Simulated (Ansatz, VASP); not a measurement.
## Two plane-wave programs on Ge2TeO

File INCAR:

```
SYSTEM = Ge2TeO
PREC = Accurate
ENCUT = 520
EDIFF = 1E-7
ISMEAR = 0
SIGMA = 0.1
LREAL = .False.
LASPH = .True.
NELM = 80
ALGO = Normal
ISIF = 2
LWAVE = .False.
LCHARG = .False.
GGA = PE
NBANDS = 28
```

Contents of KPOINTS:

```
regular mesh
0
Gamma
  4 4 4
  0 0 0
```

Contents of POSCAR:

```
Ge2TeO
1.0
    3.9988577600      0.0000000000      0.0000000000
    0.0000000000      3.9988577600      0.0000000000
    0.0000000000      0.0000000000      5.4573890200
Ge Te O
2 1 1
Direct
    0.0000000000      0.0000000000      0.5000000000
    0.5000000000      0.5000000000      0.0000000000
    0.0000000000      0.0000000000      0.0000000000
    0.5000000000      0.5000000000      0.5000000000
```

Input for Ansatz:

```yaml
crystal:
  lattice:
    - [3.99885776, 0.0, 0.0]
    - [0.0, 3.99885776, 0.0]
    - [0.0, 0.0, 5.45738902]
  atoms:
    - { symbol: Ge, position: [0.0, 0.0, 0.5] }
    - { symbol: Ge, position: [0.5, 0.5, 0.0] }
    - { symbol: Te, position: [0.0, 0.0, 0.0] }
    - { symbol: O, position: [0.5, 0.5, 0.5] }
basis:
  ecutwfc: 420
kpoints:
  mp_grid: { grid: [4, 4, 4] }
hamiltonian:
  xc: pbe
scf:
  occupations: { method: gaussian, width: 0.1 }
  lower_state_search: "off"
output:
  forces: true
  stress: true
  eigenvalues: true
```

Change from the starting cell: species swapped into the LiNdSe2 type (P4/mmm, No. 123).

Alike in both runs: task single point; functional PBE; k mesh 4 × 4 × 4; occupations gaussian, width 0.1 eV; no spin polarisation.

|  | VASP | Ansatz |
| --- | --- | --- |
| version | VASP 6.6.1 | Ansatz 0.2.0 |
| potentials or method | VASP PAW PBE potentials, release 64 (Ge_d, Te, O), cutoff 520 eV | scalar-relativistic, plane waves, PAW |
| valence electrons in the cell | 40 | 50 |

VASP gave:

```
gap on the k mesh at the Fermi level (eV)                     : none
pressure (GPa)                                                : -1.8
traceless stress, the component that is largest in VASP (GPa) : 2.63
```

Q: Estimate Ansatz's values.

A: gap on the k mesh at the Fermi level (eV): none; pressure (GPa): -1.8; traceless stress, the component that is largest in VASP (GPa): 2.65.

A gap of «none» marks a metal or a gap that the smearing closes. With one functional, cell and mesh, what is left measures potentials, basis and numerics. VASP's potentials hold 40 valence electrons a cell and Ansatz's 50, so a difference there can come from the potentials and not from the codes.

The k mesh is coarse, so the values compare programs but aren't converged. Neither program's run includes spin-orbit coupling.
